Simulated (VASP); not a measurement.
# SiO2 (P4_2/mnm) in VASP: a series of runs, part 2 of 2

VASP 6.6.1. Earlier steps stand in the parts before.

## (3) Single point, PBE

This run uses another cell than the first one, of 6.76 Å³/atom.

Contents of INCAR:

```
SYSTEM = SiO2
PREC = Accurate
ENCUT = 520
EDIFF = 1E-7
ISMEAR = 0
SIGMA = 0.05
LREAL = .FALSE.
LASPH = .TRUE.
NELM = 60
ALGO = Normal
ISIF = 2
LWAVE = .FALSE.
LCHARG = .FALSE.
GGA = PE
NBANDS = 25
```

Contents of KPOINTS:

```
Automatic mesh
0
G
  6 6 8
  0 0 0
```

Contents of POSCAR:

```
SiO2
1.0
    4.1406000000      0.0000000000      0.0000000000
    0.0000000000      4.1406000000      0.0000000000
    0.0000000000      0.0000000000      2.3670000000
Si O
2 4
Direct
    0.5000000000      0.5000000000      0.5000000000
    0.0000000000      0.0000000000      0.0000000000
    0.6930127928      0.6930127928      0.0000000000
    0.1930127928      0.8069872072      0.5000000000
    0.3069872072      0.3069872072      0.0000000000
    0.8069872072      0.1930127928      0.5000000000
```

Potentials or basis: VASP PAW PBE potentials, release 64 (Si, O).

Launch:

```bash
$ cat potpaw_PBE.64/Si/POTCAR potpaw_PBE.64/O/POTCAR > POTCAR
$ mpirun -np 1 vasp_std > vasp.out
```

OUTCAR:

```text
SYSTEM = SiO2
   PREC = Accurate
   ENCUT = 520
   EDIFF = 1E-7
   ISMEAR = 0
   LREAL = .FALSE.
   LASPH = .TRUE.
   NELM = 60
   ISIF = 2
   GGA = PE

 ion  position               nearest neighbor table
   1  0.500  0.500  0.500-   3 1.64   5 1.64   3 1.64   5 1.64   4 1.80   6 1.80
   2  0.000  0.000  0.000-   4 1.64   6 1.64   4 1.64   6 1.64   5 1.80   3 1.80
   3  0.693  0.693  0.000-   1 1.64   1 1.64   2 1.80
   4  0.193  0.807  0.500-   2 1.64   2 1.64   1 1.80
   5  0.307  0.307  0.000-   1 1.64   1 1.64   2 1.80
   6  0.807  0.193  0.500-   2 1.64   2 1.64   1 1.80

  LATTYP: Found a simple tetragonal cell.
 ALAT       =     4.1406000000
 C/A-ratio  =     0.5716562817

  Lattice vectors:

 A1 = (   4.1406000000,   0.0000000000,   0.0000000000)
 A2 = (   0.0000000000,   4.1406000000,   0.0000000000)
 A3 = (   0.0000000000,   0.0000000000,   2.3670000000)

Analysis of symmetry for initial positions (statically):
=====================================================================
 Subroutine PRICEL returns:
 Original cell was already a primitive cell.

 Routine SETGRP: Setting up the symmetry group for a
 simple tetragonal supercell.

 Subroutine GETGRP returns: Found 16 space group operations
 (whereof  8 operations were pure point group operations)
 out of a pool of 16 trial point group operations.

The static configuration has the point symmetry D_2h.
 The point group associated with its full space group is D_4h.

Analysis of symmetry for dynamics (positions and initial velocities):
=====================================================================
 Subroutine PRICEL returns:
 Original cell was already a primitive cell.

 Routine SETGRP: Setting up the symmetry group for a
 simple tetragonal supercell.

 Subroutine GETGRP returns: Found 16 space group operations
 (whereof  8 operations were pure point group operations)
 out of a pool of 16 trial point group operations.

The dynamic configuration has the point symmetry D_2h.
 The point group associated with its full space group is D_4h.

 Subroutine INISYM returns: Found 16 space group operations
 (whereof  8 operations are pure point group operations),
 and found     1 'primitive' translations

----------------------------------------------------------------------------------------

                                     Primitive cell

  volume of cell :      40.5812

  direct lattice vectors                    reciprocal lattice vectors
     4.140600000  0.000000000  0.000000000     0.241510892  0.000000000  0.000000000
     0.000000000  4.140600000  0.000000000     0.000000000  0.241510892  0.000000000
     0.000000000  0.000000000  2.367000000     0.000000000  0.000000000  0.422475708

  length of vectors
     4.140600000  4.140600000  2.367000000     0.241510892  0.241510892  0.422475708

  position of ions in fractional coordinates (direct lattice)
     0.500000000  0.500000000  0.500000000
     0.000000000  0.000000000  0.000000000
     0.693012793  0.693012793  0.000000000
[... 35 lines left out ...]
 ===========================================

 Found     50 irreducible k-points:

 Following reciprocal coordinates:
            Coordinates               Weight
  0.000000  0.000000  0.000000      1.000000
  0.166667  0.000000  0.000000      4.000000
  0.333333  0.000000  0.000000      4.000000
  0.500000  0.000000  0.000000      2.000000
  0.166667  0.166667  0.000000      4.000000
  0.333333  0.166667  0.000000      8.000000
[... 16 lines left out ...]
  0.333333  0.000000  0.250000      8.000000
  0.500000  0.000000  0.250000      4.000000
 [... further k-points ...]
   k-points           NKPTS =     50   k-points in BZ     NKDIM =     50   number of bands    NBANDS=     25
   number of dos      NEDOS =    301   number of ions     NIONS =      6
   total plane-waves  NPLWV =  18432
   dimension x,y,z NGX =    32 NGY =   32 NGZ =   18
   dimension x,y,z NGXF=    64 NGYF=   64 NGZF=   36
   ions per type =               2   4
   NGX,Y,Z   is equivalent  to a cutoff of  12.85, 12.85, 12.64 a.u.
   NGXF,Y,Z  is equivalent  to a cutoff of  25.70, 25.70, 25.28 a.u.
 SYSTEM =  SiO2
   PREC   = accura    normal or accurate (medium, high low for compatibility)
   ISTART =      0    job   : 0-new  1-cont  2-samecut
   ICHARG =      2    charge: 1-file 2-atom 10-const
   ISPIN  =      1    spin polarized calculation?
   LNONCOLLINEAR =      F non collinear calculations
   LSORBIT =      F    spin-orbit coupling
   LASPH  =      T    aspherical Exc in radial PAW
   ENCUT  =  520.0 eV  38.22 Ry    6.18 a.u.   7.70  7.70  4.40*2*pi/ulx,y,z
   NELM   =     60;   NELMIN=  2; NELMDL= -5     # of ELM steps
   EDIFF  = 0.1E-06   stopping-criterion for ELM
   LREAL  =      F    real-space projection
   EDIFFG = 0.1E-05   stopping-criterion for IOM
   NSW    =      0    number of steps for IOM
   IBRION =     -1    ionic relax: 0-MD 1-quasi-New 2-CG
   NFREE  =      0    steps in history (QN), initial steepest desc. (CG)
   ISIF   =      2    stress and relaxation
   ISYM   =      2    0-nonsym 1-usesym 2-fastsym
   POTIM  = 0.5000    time-step for ionic-motion
   TEBEG  =    0.0;   TEEND  =   0.0 temperature during run
   PSTRESS=    0.0 pullay stress
   NELECT =      32.0000    total number of electrons
   NUPDOWN=      -1.0000    fix difference up-down
   EMIN   =  10.00;   EMAX   =-10.00  energy-range for DOS
   EFERMI =   0.00;   METHOD = LEGACY
   ISMEAR =     0;   SIGMA  =   0.05  broadening in eV -4-tet -1-fermi 0-gaus
   EFERMI_NEDOS =   21; number of points for ismear=-14 and -15
   IALGO  =     38    algorithm
   IMIX   =      4    mixing-type and parameters
     AMIX     =   0.40;   BMIX     =  1.00
     AMIX_MAG =   1.60;   BMIX_MAG =  1.00
  volume/ion in A,a.u.               =       6.76        45.64
  Fermi-wavevector in a.u.,A,eV,Ry     =   1.512458  2.858131 31.123709  2.287528
  Thomas-Fermi vector in A             =   2.622379
   LORBIT       =      0    0 simple, 1 ext, 2 COOP (PROOUT), +10 PAW based schemes
   GGA     = PE    functional components
   LHFCALC =     F    Hartree Fock is set to
   AEXX    =    0.0000 exact exchange contribution
   IVDW    =     0    specifies the selected vdW correction
   LEPSILON=     F    determine dielectric tensor
   LRPA    =     F    only Hartree local field effects (RPA)
 non-spin polarized calculation
 Gauss-broadening in eV      SIGMA  =   0.05
  energy-cutoff  :      520.00
  volume of cell :       40.58
 maximum number of plane-waves:      1112
 NGX is ok and might be reduce to    32
   NGX = 15   NGY = 15   NGZ =  9

 number of electron      31.9999989 magnetization

 Free energy of the ion-electron system (eV)
  ---------------------------------------------------
  ext. energy  EPLUGINS =         0.00000000
  ---------------------------------------------------
  free energy    TOTEN  =       -43.74619250 eV

  energy without entropy =      -43.74619250  energy(sigma->0) =      -43.74619250

 E-fermi :  10.1921     XC(G=0): -12.9503

 val. band max:        9.8961585305   @ k =   0.0000   0.0000   0.0000
 cond. band min:      18.2976700688   @ k =   0.0000   0.0000   0.0000
 fundamental gap:      8.4015115383
 Fermi energy:        10.1921203219

 k-point     1 :       0.0000    0.0000    0.0000
  band No.  band energies     occupation
      1     -14.1444      2.00000
      2     -10.1003      2.00000
      3     -10.0545      2.00000
      4     -10.0545      2.00000
      5      -1.6158      2.00000
      6       2.2515      2.00000
[... 661 lines left out ...]
     24      25.2324      0.00000
     25      26.1641      0.00000

 [... further k-points ...]

------------------------ aborting loop because EDIFF is reached ----------------------------------------

  FORCE on cell =-STRESS in cart. coord.  units (eV):
  Direction    XX          YY          ZZ          XY          YZ          ZX
  --------------------------------------------------------------------------------------
  -------------------------------------------------------------------------------------
  Total       13.5795968     13.5795968     38.1475011      0.0000000      0.0000000      0.0000000
  in kB      536.1331276    536.1331276   1506.0932550      0.0000000      0.0000000      0.0000000
  external PRESSURE =     859.4531701 kB  Pullay stress =       0.0000000 kB

 VOLUME and BASIS-vectors are now :
 -----------------------------------------------------------------------------
  energy-cutoff  :      520.00
  volume of cell :       40.58
      direct lattice vectors                 reciprocal lattice vectors
     4.140600000  0.000000000  0.000000000     0.241510892  0.000000000  0.000000000
     0.000000000  4.140600000  0.000000000     0.000000000  0.241510892  0.000000000
     0.000000000  0.000000000  2.367000000     0.000000000  0.000000000  0.422475708

 POSITION                                       TOTAL-FORCE (eV/Angst)
 -----------------------------------------------------------------------------------
      2.07030      2.07030      1.18350         0.000000      0.000000     -0.000000
      0.00000      0.00000      0.00000         0.000000      0.000000     -0.000000
      2.86949      2.86949      0.00000         1.101147      1.101147      0.000000
      0.79919      3.34141      1.18350         1.101147     -1.101147     -0.000000
      1.27111      1.27111      0.00000        -1.101147     -1.101147     -0.000000
      3.34141      0.79919      1.18350        -1.101147      1.101147     -0.000000
 -----------------------------------------------------------------------------------
    total drift:                                0.000000      0.000000     -0.000000

  FREE ENERGIE OF THE ION-ELECTRON SYSTEM (eV)
  ---------------------------------------------------
  free  energy   TOTEN  =       -43.7461925019 eV

  energy  without entropy=      -43.7461925019  energy(sigma->0) =      -43.74619250
```

OSZICAR:

```text
N       E                     dE             d eps       ncg     rms          rms(c)
DAV:   1     0.140600746942E+03    0.14060E+03   -0.18223E+04  2532   0.125E+03
DAV:   2    -0.428068729682E+02   -0.18341E+03   -0.17574E+03  3142   0.292E+02
DAV:   3    -0.489251053670E+02   -0.61182E+01   -0.60956E+01  3383   0.507E+01
DAV:   4    -0.489601094019E+02   -0.35004E-01   -0.34997E-01  2907   0.447E+00
DAV:   5    -0.489603481980E+02   -0.23880E-03   -0.23877E-03  3358   0.350E-01    0.220E+01
DAV:   6    -0.437871836028E+02    0.51732E+01   -0.12992E+01  3159   0.253E+01    0.108E+01
DAV:   7    -0.437380586572E+02    0.49125E-01   -0.11810E+00  3244   0.682E+00    0.354E+00
DAV:   8    -0.437416745964E+02   -0.36159E-02   -0.46694E-02  3008   0.180E+00    0.114E+00
DAV:   9    -0.437460460637E+02   -0.43715E-02   -0.12718E-02  3067   0.914E-01    0.266E-01
DAV:  10    -0.437461744101E+02   -0.12835E-03   -0.64260E-04  3173   0.196E-01    0.535E-02
DAV:  11    -0.437461893513E+02   -0.14941E-04   -0.64971E-05  3098   0.597E-02    0.300E-02
DAV:  12    -0.437461918828E+02   -0.25316E-05   -0.39640E-06  3136   0.158E-02    0.624E-03
DAV:  13    -0.437461924842E+02   -0.60138E-06   -0.84590E-07  3189   0.721E-03    0.443E-03
DAV:  14    -0.437461925019E+02   -0.17713E-07   -0.17945E-08  1984   0.109E-03
   1 F= -.43746193E+02 E0= -.43746193E+02  d E =-.594941E-19
```

stdout:

```text
POSCAR found type information on POSCAR SiO
 POSCAR found :  2 types and       6 ions
 scaLAPACK will be used
 LDA part: xc-table for (Slater+PW92), standard interpolation
 POSCAR, INCAR and KPOINTS ok, starting setup
 FFT: planning ... GRIDC
 FFT: planning ... GRID_SOFT
 FFT: planning ... GRID
 WAVECAR not read
 entering main loop
```

Wall time 38 s (1 thread of Intel Xeon 8259CL, shared host); peak memory 0.17 GiB.

Results:

```
Free energy            : -43.7462 eV
Pressure               : 85.9 GPa
Largest force          : 1.557 eV/Å
Band gap on the k mesh : 8.40 eV
```

Forces in eV/Å, atoms in the order of the input:
```
Si   0.000  0.000  0.000
Si   0.000  0.000  0.000
O    1.101  1.101  0.000
O    1.101 -1.101  0.000
O   -1.101 -1.101  0.000
O   -1.101  1.101  0.000
```

Stress tensor (GPa, compression positive):
```
 53.61   0.00   0.00
  0.00  53.61   0.00
  0.00   0.00 150.61
```

Caveat: the cell stands under pressure; forces of over 1 eV/Å act on the atoms, so gaps and moduli don't describe the material at rest. A k mesh can miss the band edges.

## (4) Single point, PBE

This run uses another cell than the first one, of 6.87 Å³/atom.

Contents of INCAR:

```
ALGO     = Normal         # electronic algorithm
EDIFF    = 1E-6           # SCF threshold, eV
ENCUT    = 520            # plane-wave cutoff, eV
GGA      = PE             # functional
ISIF     = 2              # what is computed and relaxed
ISMEAR   = 0              # smearing method
LASPH    = T              # aspherical terms in the spheres
LCHARG   = T              # write CHGCAR
LELF     = T              # ELF
LREAL    = F              # projectors in reciprocal space
LVHAR    = T            
LWAVE    = F              # write WAVECAR
NBANDS   = 25             # bands
NELM     = 100            # most SCF steps
PREC     = Accurate       # precision mode
SIGMA    = 0.05           # smearing width, eV
```

Contents of KPOINTS:

```
k-points
0
Gamma
  6 6 8
```

POSCAR: that of step 3 with these lines changed.

```diff
@@ -2,4 +2,4 @@
 1.0
-    4.1406000000      0.0000000000      0.0000000000
-    0.0000000000      4.1406000000      0.0000000000
+    4.1723000000      0.0000000000      0.0000000000
+    0.0000000000      4.1723000000      0.0000000000
     0.0000000000      0.0000000000      2.3670000000
```

Launch:

```bash
$ cat potpaw_PBE.64/Si/POTCAR potpaw_PBE.64/O/POTCAR > POTCAR
$ mpirun -np 1 vasp_std > vasp.out
```

Wall time 36 s (1 thread of Intel Xeon 8259CL, shared host); peak memory 0.17 GiB.

The run converged. Its results:

* Free energy: -43.9399 eV
* Pressure: 78.0 GPa
* Largest force: 1.305 eV/Å
* Band gap on the k mesh: 8.07 eV

Forces on the atoms (eV/Å):
```
Si   0.000  0.000  0.000
Si   0.000  0.000  0.000
O    0.923  0.923  0.000
O    0.923 -0.923  0.000
O   -0.923 -0.923  0.000
O   -0.923  0.923  0.000
```

Stress tensor (GPa, compression positive):
```
 45.07   0.00   0.00
  0.00  45.07   0.00
  0.00   0.00 143.76
```

Levels at points of the mesh, in eV from the valence-band top:
```tsv
k point	band 13	band 14	band 15	band 16	band 17	band 18	band 19	band 20
(0.00, 0.00, 0.00)	-1.68	-0.99	-0.99	0.00	8.07	9.44	11.40	11.40
(0.50, 0.00, 0.00)	-2.02	-2.02	-1.29	-1.29	10.18	10.18	11.29	11.29
(0.50, 0.50, 0.00)	-2.52	-2.52	-2.51	-2.51	10.06	10.06	11.96	11.96
(0.00, 0.00, 0.50)	-3.04	-3.04	-2.98	-2.98	10.72	10.72	13.28	13.28
(0.50, 0.00, 0.50)	-2.63	-2.63	-1.87	-1.87	9.91	9.91	10.37	10.37
(0.50, 0.50, 0.50)	-2.13	-2.13	-1.64	-1.64	8.50	8.50	11.74	11.74
```

Caveat: the cell stands under pressure; forces of over 1 eV/Å act on the atoms, so gaps and moduli don't describe the material at rest. A k mesh can miss the band edges.

## (5) Single point, PBE

This run uses another cell than the first one, of 6.89 Å³/atom.

Contents of INCAR:

```
PREC = Accurate ; ENCUT = 520
EDIFF = 1E-7 ; ISMEAR = 0
SIGMA = 0.05 ; LREAL = F
LASPH = T ; NELM = 60
ALGO = Normal ; ISIF = 2
LWAVE = F ; LCHARG = F
GGA = PE ; NBANDS = 25
```

Contents of KPOINTS:

```
regular mesh
0
Gamma
  6 6 8
```

POSCAR: that of step 4 with these lines changed.

```diff
@@ -2,5 +2,5 @@
 1.0
-    4.1723000000      0.0000000000      0.0000000000
-    0.0000000000      4.1723000000      0.0000000000
-    0.0000000000      0.0000000000      2.3670000000
+    4.1088000000      0.0000000000      0.0000000000
+    0.0000000000      4.1088000000      0.0000000000
+    0.0000000000      0.0000000000      2.4477000000
 Si O
```

Launch:

```bash
$ cat potpaw_PBE.64/Si/POTCAR potpaw_PBE.64/O/POTCAR > POTCAR
$ mpirun -np 1 vasp_std > vasp.out
```

It took 36 s on 1 thread of Intel Xeon 8259CL, shared host; peak memory 0.17 GiB.

Results (log left out):

```yaml
Free_energy: -44.6568 eV
Pressure: 70.4 GPa
Largest_force: 1.318 eV/Å
Band_gap_on_the_k_mesh: 8.13 eV
```

Forces in eV/Å, atoms in the order of the input:
```
Si   0.000  0.000  0.000
Si   0.000  0.000  0.000
O    0.932  0.932  0.000
O    0.932 -0.932  0.000
O   -0.932 -0.932  0.000
O   -0.932  0.932  0.000
```

Stress tensor (GPa, compression positive):
```
 50.39   0.00   0.00
  0.00  50.39   0.00
  0.00   0.00 110.33
```

Levels at points of the mesh, in eV from the valence-band top:
| k point | band 12 | band 13 | band 14 | band 15 | band 16 | band 17 | band 18 | band 19 | band 20 | band 21 |
| --- | --- | --- | --- | --- | --- | --- | --- | --- | --- | --- |
| (0.00, 0.00, 0.00) | -2.97 | -2.19 | -0.98 | -0.98 | 0.00 | 8.13 | 8.39 | 10.72 | 10.72 | 11.55 |
| (0.50, 0.00, 0.00) | -4.09 | -2.51 | -2.51 | -1.26 | -1.26 | 10.18 | 10.18 | 10.79 | 10.79 | 11.63 |
| (0.50, 0.50, 0.00) | -3.08 | -2.89 | -2.89 | -2.66 | -2.66 | 9.59 | 9.59 | 11.90 | 11.90 | 13.80 |
| (0.00, 0.00, 0.50) | -5.06 | -3.33 | -3.33 | -3.09 | -3.09 | 10.68 | 10.68 | 13.55 | 13.55 | 13.98 |
| (0.50, 0.00, 0.50) | -4.44 | -2.66 | -2.66 | -2.00 | -2.00 | 9.91 | 9.91 | 10.67 | 10.67 | 12.86 |
| (0.50, 0.50, 0.50) | -4.94 | -2.14 | -2.14 | -1.76 | -1.76 | 8.59 | 8.59 | 11.74 | 11.74 | 12.03 |

Caveat: the cell stands under pressure; forces of over 1 eV/Å act on the atoms, so gaps and moduli don't describe the material at rest.

## (6) Single point, PBE

This run uses another cell than the first one, of 6.97 Å³/atom.

Contents of INCAR:

```
SYSTEM = SiO2
ALGO = Normal
EDIFF = 1E-7
ENCUT = 520
GGA = PE
ISIF = 2
ISMEAR = 0
LASPH = .True.
LCHARG = .False.
LREAL = .False.
LWAVE = .False.
NBANDS = 25
NELM = 60
PREC = Accurate
SIGMA = 0.05
```

Contents of KPOINTS:

```
k-points
0
Gamma
  6 6 8
  0 0 0
```

POSCAR: that of step 5 with these lines changed.

```diff
@@ -2,5 +2,5 @@
 1.0
-    4.1088000000      0.0000000000      0.0000000000
-    0.0000000000      4.1088000000      0.0000000000
-    0.0000000000      0.0000000000      2.4477000000
+    4.2041000000      0.0000000000      0.0000000000
+    0.0000000000      4.2041000000      0.0000000000
+    0.0000000000      0.0000000000      2.3670000000
 Si O
```

Potentials or basis: VASP PAW PBE potentials, release 64 (Si, O).

Launch:

```bash
$ cat potpaw_PBE.64/Si/POTCAR potpaw_PBE.64/O/POTCAR > POTCAR
$ mpirun -np 1 vasp_std > vasp.out
```

It took 35 s on 1 thread of Intel Xeon 8259CL, shared host; peak memory 0.17 GiB.

The run converged. Its results:

| Property | Result |
| --- | --- |
| Free energy | -44.1030 eV |
| Pressure | 70.5 GPa |
| Largest force | 1.050 eV/Å |
| Band gap on the k mesh | 7.75 eV |

Forces in eV/Å, atoms in the order of the input:
```
Si   0.000  0.000  0.000
Si   0.000  0.000  0.000
O    0.743  0.743  0.000
O    0.743 -0.743  0.000
O   -0.743 -0.743  0.000
O   -0.743  0.743  0.000
```

Stress tensor (GPa, compression positive):
```
 37.05   0.00   0.00
  0.00  37.05   0.00
  0.00   0.00 137.29
```

Levels at points of the mesh, in eV from the valence-band top:
```csv
k point,band 13,band 14,band 15,band 16,band 17,band 18,band 19,band 20
"(0.00, 0.00, 0.00)",-1.60,-0.98,-0.98,0.00,7.75,9.55,11.30,11.30
"(0.50, 0.00, 0.00)",-1.91,-1.91,-1.28,-1.28,9.91,9.91,11.29,11.29
"(0.50, 0.50, 0.00)",-2.46,-2.46,-2.39,-2.39,9.91,9.91,11.83,11.83
"(0.00, 0.00, 0.50)",-2.91,-2.91,-2.89,-2.89,10.51,10.51,13.05,13.05
"(0.50, 0.00, 0.50)",-2.58,-2.58,-1.80,-1.80,9.77,9.77,10.15,10.15
"(0.50, 0.50, 0.50)",-2.09,-2.09,-1.58,-1.58,8.28,8.28,11.61,11.61
```

Caveat: the cell stands under pressure; forces of over 1 eV/Å act on the atoms, so gaps and moduli don't describe the material at rest. A k mesh can miss the band edges.

## (7) Overview

| cell | gap on the mesh (eV) | pressure (GPa) | largest force (eV/Å) |
| --- | --- | --- | --- |
| a = 4.109, b = 4.109, c = 2.367 Å, 6 atoms | 8.74 | 94.5 | 1.81 |
| a = 4.141, b = 4.141, c = 2.367 Å, 6 atoms | 8.40 | 85.9 | 1.56 |
| a = 4.172, b = 4.172, c = 2.367 Å, 6 atoms | 8.07 | 78.0 | 1.31 |
| a = 4.109, b = 4.109, c = 2.448 Å, 6 atoms | 8.13 | 70.4 | 1.32 |
| a = 4.204, b = 4.204, c = 2.367 Å, 6 atoms | 7.75 | 70.5 | 1.05 |

Alike in all rows: task single point; level PBE; potentials or basis VASP PAW PBE potentials, release 64 (Si, O); no spin polarisation; k mesh 6 × 6 × 8; cutoff (eV) 520; smearing gaussian 0.05 eV.

Caveats: the cell stands under pressure; forces of over 1 eV/Å act on the atoms, so gaps and moduli don't describe the material at rest.

Total energies depend on the potentials used, so only differences within one code and one set of settings carry meaning.
